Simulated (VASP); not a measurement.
# Ge (Cmmm) in VASP: further runs

Runs on Ge. Level: r2SCAN. Tasks: single point.

All numbers are computed with VASP 6.6.1; they aren't measurements. Logs are shortened: lines on timing, memory, paths and dates and some standing lists are left out, and cuts for length are marked.

## Step 1: The cell of the first run

Symmetry: Cmmm, No. 65, orthorhombic system. Conventional cell: a = 2.655 Å, b = 4.941 Å, c = 2.563 Å, α = 90.00°, β = 90.00°, γ = 90.00°. Ge (site symmetry mmm) has 8 Ge at 2.56 to 2.80 Å within 3.4 Å.

## Step 2: Single point, r2SCAN (strain -0.050 along x and y, -0.050 along z)

POSCAR

```
Ge
1.0
    1.3272915500     -2.4704902000      0.0000000000
    1.3272915500      2.4704902000      0.0000000000
    0.0000000000      0.0000000000      2.5633194500
Ge
1
Direct
    0.5000000000      0.5000000000      0.0000000000
```

INCAR.step1

```
PREC = Accurate
ENCUT = 550
ISMEAR = 0
SIGMA = 0.15
LREAL = F
LASPH = T
NELM = 120
NBANDS = 13
GGA = PE
ALGO = Normal
EDIFF = 1E-5
LWAVE = T
LCHARG = F
GGA_COMPAT = F
```

INCAR.step2

```
PREC = Accurate
ENCUT = 550
EDIFF = 1E-6
ISMEAR = 0
SIGMA = 0.15
LREAL = F
LASPH = T
NELM = 120
ALGO = Normal
ISIF = 2
LWAVE = F
LCHARG = T
METAGGA = R2SCAN
LMIXTAU = T
LELF = T
LVHAR = T
NBANDS = 13
ISTART = 1
GGA_COMPAT = F
```

KPOINTS

```
regular mesh
0
Gamma
  20 20 18
```

Potentials or basis: VASP PAW PBE potentials, release 64 (Ge_d).

The run is started by

```console
cat potpaw_PBE.64/Ge_d/POTCAR > POTCAR
cp INCAR.step1 INCAR
mpirun -np 1 vasp_std > vasp.out
cp INCAR.step2 INCAR
mpirun -np 1 vasp_std > vasp.out
```

OUTCAR:

```text
PREC = Accurate
   ENCUT = 550
   EDIFF = 1E-6
   ISMEAR = 0
   LREAL = F
   LASPH = T
   NELM = 120
   ISIF = 2
   METAGGA = R2SCAN
   ISTART = 1

 ion  position               nearest neighbor table
   1  0.500  0.500  0.000-

  LATTYP: Found a base centered orthorhombic cell.
 ALAT       =     2.6545831000
 B/A-ratio  =     1.8613018368
 C/A-ratio  =     0.9656203454

  Lattice vectors:

 A1 = (   1.3272915500,  -2.4704902000,   0.0000000000)
 A2 = (   1.3272915500,   2.4704902000,   0.0000000000)
 A3 = (   0.0000000000,   0.0000000000,   2.5633194500)

Analysis of symmetry for initial positions (statically):
=====================================================================
 Subroutine PRICEL returns:
 Original cell was already a primitive cell.

 Routine SETGRP: Setting up the symmetry group for a
 base centered orthorhombic supercell.

 Subroutine GETGRP returns: Found  8 space group operations
 (whereof  8 operations were pure point group operations)
 out of a pool of  8 trial point group operations.

The static configuration has the point symmetry D_2h.

Analysis of symmetry for dynamics (positions and initial velocities):
=====================================================================
 Subroutine PRICEL returns:
 Original cell was already a primitive cell.

 Routine SETGRP: Setting up the symmetry group for a
 base centered orthorhombic supercell.

 Subroutine GETGRP returns: Found  8 space group operations
 (whereof  8 operations were pure point group operations)
 out of a pool of  8 trial point group operations.

The dynamic configuration has the point symmetry D_2h.

 Subroutine INISYM returns: Found  8 space group operations
 (whereof  8 operations are pure point group operations),
 and found     1 'primitive' translations

----------------------------------------------------------------------------------------

                                     Primitive cell

  volume of cell :      16.8106

  direct lattice vectors                    reciprocal lattice vectors
     1.327291550 -2.470490200  0.000000000     0.376706986 -0.202388983  0.000000000
     1.327291550  2.470490200  0.000000000     0.376706986  0.202388983  0.000000000
     0.000000000  0.000000000  2.563319450     0.000000000  0.000000000  0.390119148

  length of vectors
     2.804465134  2.804465134  2.563319450     0.427632382  0.427632382  0.390119148

  position of ions in fractional coordinates (direct lattice)
     0.500000000  0.500000000  0.000000000

  ion indices of the primitive-cell ions
   primitive index   ion index
                 1           1

----------------------------------------------------------------------------------------

 KPOINTS: regular mesh

Automatic generation of k-mesh.
 Grid dimensions read from file:
 generate k-points for:   20   20   18

 Generating k-lattice:

  Cartesian coordinates                     Fractional coordinates (reciprocal lattice)
     0.018835349 -0.010119449  0.000000000     0.050000000  0.000000000  0.000000000
     0.018835349  0.010119449  0.000000000     0.000000000  0.050000000  0.000000000
     0.000000000  0.000000000  0.021673286     0.000000000  0.000000000  0.055555556

  Length of vectors
     0.021381619  0.021381619  0.021673286

  Shift w.r.t. Gamma in fractional coordinates (k-lattice)
     0.000000000  0.000000000  0.000000000

 Subroutine IBZKPT returns following result:
 ===========================================

 Found   1110 irreducible k-points:

 Following reciprocal coordinates:
            Coordinates               Weight
  0.000000  0.000000  0.000000      1.000000
  0.050000  0.000000  0.000000      4.000000
  0.100000  0.000000  0.000000      4.000000
  0.150000  0.000000  0.000000      4.000000
  0.200000  0.000000  0.000000      4.000000
  0.250000  0.000000  0.000000      4.000000
[... 16 lines left out ...]
 -0.400000  0.050000  0.000000      4.000000
 -0.350000  0.050000  0.000000      4.000000
 [... further k-points ...]
   k-points           NKPTS =   1110   k-points in BZ     NKDIM =   1110   number of bands    NBANDS=     13
   number of dos      NEDOS =    301   number of ions     NIONS =      1
   total plane-waves  NPLWV =  11520
   dimension x,y,z NGX =    24 NGY =   24 NGZ =   20
   dimension x,y,z NGXF=    48 NGYF=   48 NGZF=   40
   ions per type =               1
   NGX,Y,Z   is equivalent  to a cutoff of  14.23, 14.23, 12.97 a.u.
   NGXF,Y,Z  is equivalent  to a cutoff of  28.45, 28.45, 25.94 a.u.
 SYSTEM =  unknown system
   PREC   = accura    normal or accurate (medium, high low for compatibility)
   ISTART =      1    job   : 0-new  1-cont  2-samecut
   ICHARG =      0    charge: 1-file 2-atom 10-const
   ISPIN  =      1    spin polarized calculation?
   LNONCOLLINEAR =      F non collinear calculations
   LSORBIT =      F    spin-orbit coupling
   LASPH  =      T    aspherical Exc in radial PAW
   ENCUT  =  550.0 eV  40.42 Ry    6.36 a.u.   5.36  5.36  4.90*2*pi/ulx,y,z
   NELM   =    120;   NELMIN=  2; NELMDL=  0     # of ELM steps
   EDIFF  = 0.1E-05   stopping-criterion for ELM
   LREAL  =      F    real-space projection
   EDIFFG = 0.1E-04   stopping-criterion for IOM
   NSW    =      0    number of steps for IOM
   IBRION =     -1    ionic relax: 0-MD 1-quasi-New 2-CG
   NFREE  =      0    steps in history (QN), initial steepest desc. (CG)
   ISIF   =      2    stress and relaxation
   ISYM   =      2    0-nonsym 1-usesym 2-fastsym
   POTIM  = 0.5000    time-step for ionic-motion
   TEBEG  =    0.0;   TEEND  =   0.0 temperature during run
   PSTRESS=    0.0 pullay stress
   NELECT =      14.0000    total number of electrons
   NUPDOWN=      -1.0000    fix difference up-down
   EMIN   =  10.00;   EMAX   =-10.00  energy-range for DOS
   EFERMI =   0.00;   METHOD = LEGACY
   ISMEAR =     0;   SIGMA  =   0.15  broadening in eV -4-tet -1-fermi 0-gaus
   EFERMI_NEDOS =   21; number of points for ismear=-14 and -15
   IALGO  =     38    algorithm
   IMIX   =      4    mixing-type and parameters
     AMIX     =   0.40;   BMIX     =  1.00
     AMIX_MAG =   1.60;   BMIX_MAG =  1.00
  volume/ion in A,a.u.               =      16.81       113.44
  Fermi-wavevector in a.u.,A,eV,Ry     =   1.540246  2.910643 32.277890  2.372358
  Thomas-Fermi vector in A             =   2.646360
   LORBIT       =      0    0 simple, 1 ext, 2 COOP (PROOUT), +10 PAW based schemes
   METAGGA = R2SCAN    functional components
   LHFCALC =     F    Hartree Fock is set to
   AEXX    =    0.0000 exact exchange contribution
   IVDW    =     0    specifies the selected vdW correction
   LEPSILON=     F    determine dielectric tensor
   LRPA    =     F    only Hartree local field effects (RPA)
 non-spin polarized calculation
 Gauss-broadening in eV      SIGMA  =   0.15
  energy-cutoff  :      550.00
  volume of cell :       16.81
 maximum number of plane-waves:       506
 NGX is ok and might be reduce to    24
   NGX = 11   NGY = 11   NGZ =  9

 number of electron      14.0000005 magnetization

 Free energy of the ion-electron system (eV)
  ---------------------------------------------------
  ext. energy  EPLUGINS =         0.00000000
  ---------------------------------------------------
  free energy    TOTEN  =       -13.43229063 eV

  energy without entropy =      -13.42812491  energy(sigma->0) =      -13.43020777

 E-fermi :   7.9193     XC(G=0): -12.9697

 val. band max:        7.9189256955   @ k =   0.3500   0.3000   0.4444
 cond. band min:       7.9194278641   @ k =   0.3500   0.3000   0.5000
 fundamental gap:      0.0005021686
 Fermi energy:         7.9193347326

 k-point     1 :       0.0000    0.0000    0.0000
  band No.  band energies     occupation
      1     -17.8211      2.00000
      2     -17.7046      2.00000
      3     -17.6226      2.00000
      4     -17.4586      2.00000
      5     -17.4362      2.00000
      6      -7.0465      2.00000
      7      15.7284      0.00000
      8      16.5556      0.00000
      9      18.4409      0.00000
     10      19.0928      0.00000
     11      22.1313      0.00000
     12      24.7807      0.00000
     13      24.9762      0.00000

 k-point     2 :       0.0500    0.0000    0.0000
  band No.  band energies     occupation
      1     -17.8180      2.00000
      2     -17.7003      2.00000
      3     -17.6234      2.00000
      4     -17.4592      2.00000
      5     -17.4382      2.00000
      6      -6.9744      2.00000
      7      15.8021      0.00000
      8      16.2164      0.00000
      9      17.5420      0.00000
     10      19.4885      0.00000
     11      22.3051      0.00000
     12      23.3519      0.00000
     13      26.4687      0.00000

 k-point     3 :       0.1000    0.0000    0.0000
  band No.  band energies     occupation
      1     -17.8096      2.00000
      2     -17.6886      2.00000
      3     -17.6247      2.00000
      4     -17.4613      2.00000
      5     -17.4440      2.00000
      6      -6.7578      2.00000
      7      15.1994      0.00000
      8      16.0224      0.00000
      9      16.1499      0.00000
     10      19.7653      0.00000
     11      21.5920      0.00000
     12      23.8406      0.00000
     13      27.5671      0.00000
[... 305 lines left out ...]
 k-point    23 :      -0.4000    0.0500    0.0000
  band No.  band energies     occupation
      1     -17.7676      2.00000
      2     -17.6571      2.00000
      3     -17.5150      2.00000
      4     -17.5054      2.00000
      5     -17.4728      2.00000
      6      -3.0066      2.00000
      7       4.6845      2.00000
      8      11.3829      0.00000
      9      17.7005      0.00000
     10      19.4622      0.00000
     11      24.2161      0.00000
     12      29.1057      0.00000
     13      30.5981      0.00000

 k-point    24 :      -0.3500    0.0500    0.0000
  band No.  band energies     occupation
      1     -17.7666      2.00000
      2     -17.6634      2.00000
      3     -17.5325      2.00000
      4     -17.5041      2.00000
      5     -17.4696      2.00000
      6      -3.9968      2.00000
      7       6.5041      2.00000
      8      11.7291      0.00000
      9      18.1839      0.00000
     10      18.6387      0.00000
     11      23.3557      0.00000
     12      30.7115      0.00000
     13      31.7643      0.00000

 [... further k-points ...]

------------------------ aborting loop because EDIFF is reached ----------------------------------------

  FORCE on cell =-STRESS in cart. coord.  units (eV):
  Direction    XX          YY          ZZ          XY          YZ          ZX
  --------------------------------------------------------------------------------------
  -------------------------------------------------------------------------------------
  Total        1.3101066      0.8942219      1.0331543      0.0000000      0.0000000      0.0000000
  in kB      124.8633651     85.2263076     98.4676514      0.0000000      0.0000000      0.0000000
  external PRESSURE =     102.8524414 kB  Pullay stress =       0.0000000 kB

 VOLUME and BASIS-vectors are now :
 -----------------------------------------------------------------------------
  energy-cutoff  :      550.00
  volume of cell :       16.81
      direct lattice vectors                 reciprocal lattice vectors
     1.327291550 -2.470490200  0.000000000     0.376706986 -0.202388983  0.000000000
     1.327291550  2.470490200  0.000000000     0.376706986  0.202388983  0.000000000
     0.000000000  0.000000000  2.563319450     0.000000000  0.000000000  0.390119148

 POSITION                                       TOTAL-FORCE (eV/Angst)
 -----------------------------------------------------------------------------------
      1.32729      0.00000      0.00000         0.000000      0.000000      0.000000
 -----------------------------------------------------------------------------------
    total drift:                               -0.000000     -0.000000     -0.000000

  FREE ENERGIE OF THE ION-ELECTRON SYSTEM (eV)
  ---------------------------------------------------
  free  energy   TOTEN  =       -13.4322906327 eV

  energy  without entropy=      -13.4281249097  energy(sigma->0) =      -13.43020777
```

It took 3.1 min on 1 thread of Intel Xeon 6975P-C (Granite Rapids), shared host; peak memory 0.34 GiB.

Results:

```yaml
Free_energy: -13.4323 eV
Pressure: 10.3 GPa
Band_gap_on_the_k_mesh: zero (band 7 reaches 15.96 eV, above the bottom of band 8 at 4.17 eV)
```

Stress tensor (GPa, compression positive):
```
12.49  0.00  0.00
 0.00  8.52  0.00
 0.00  0.00  9.85
```

Caveat: the cell differs from its parent crystal (strain -0.050 along x and y, -0.050 along z); the PAW data sets were made with another functional, which shifts forces and pressure a little.

## Step 3: Single point, r2SCAN (strain -0.050 along x and y, +0.000 along z)

POSCAR, as its differences from that of step 2:

```diff
@@ -4,3 +4,3 @@
     1.3272915500      2.4704902000      0.0000000000
-    0.0000000000      0.0000000000      2.5633194500
+    0.0000000000      0.0000000000      2.6982310000
 Ge
```

INCAR.step1

```
SYSTEM = Ge
ALGO = Normal
EDIFF = 1E-5
ENCUT = 550
GGA = PE
GGA_COMPAT = .FALSE.
ISMEAR = 0
LASPH = .TRUE.
LCHARG = .FALSE.
LREAL = .FALSE.
LWAVE = .TRUE.
NBANDS = 13
NELM = 120
PREC = Accurate
SIGMA = 0.15
```

INCAR.step2

```
SYSTEM = Ge
ALGO = Normal
EDIFF = 1E-6
ENCUT = 550
GGA_COMPAT = .FALSE.
ISIF = 2
ISMEAR = 0
ISTART = 1
LASPH = .TRUE.
LCHARG = .FALSE.
LMIXTAU = .TRUE.
LREAL = .FALSE.
LWAVE = .FALSE.
METAGGA = R2SCAN
NBANDS = 13
NELM = 120
PREC = Accurate
SIGMA = 0.15
```

KPOINTS

```
k-points
0
G
  20 20 18
  0 0 0
```

Potentials or basis: VASP PAW PBE potentials, release 64 (Ge_d).

The run is started by

```console
cat potpaw_PBE.64/Ge_d/POTCAR > POTCAR
cp INCAR.step1 INCAR
mpirun -np 1 vasp_std > vasp.out
cp INCAR.step2 INCAR
mpirun -np 1 vasp_std > vasp.out
```

It took 3.4 min on 1 thread of Intel Xeon 6975P-C (Granite Rapids), shared host; peak memory 0.35 GiB.

Results (log left out):

- Free energy: -13.4494 eV
- Pressure: 5.2 GPa
- Band gap on the k mesh: zero (band 7 reaches 13.88 eV, above the bottom of band 8 at 3.93 eV)

Stress tensor (GPa, compression positive):
```
10.81  0.00  0.00
 0.00  7.19  0.00
 0.00  0.00 -2.50
```

Levels at points of the mesh, in eV from the Fermi level:
```csv
k point,band 3,band 4,band 5,band 6,band 7,band 8,band 9,band 10,band 11,band 12
"(0.00, 0.00, 0.00)",-25.45,-25.31,-25.29,-14.45,6.11,9.16,10.08,11.06,14.51,17.28
"(0.50, 0.00, 0.00)",-25.39,-25.33,-25.29,-7.93,-6.22,4.45,8.73,11.20,17.13,17.16
"(0.50, 0.50, 0.00)",-25.38,-25.31,-25.30,-9.01,-6.50,6.62,10.33,10.60,16.77,16.79
"(0.00, 0.00, 0.50)",-25.38,-25.38,-25.35,-10.59,-6.66,12.20,14.14,17.87,19.02,19.73
"(0.50, 0.00, 0.50)",-25.40,-25.30,-25.21,-3.48,-3.27,-1.63,3.88,7.41,13.06,14.89
"(0.50, 0.50, 0.50)",-25.37,-25.30,-25.23,-4.70,-3.50,-2.43,3.43,9.61,15.23,17.00
```

Caveat: the cell differs from its parent crystal (strain -0.050 along x and y, +0.000 along z); the PAW data sets were made with another functional, which shifts forces and pressure a little.
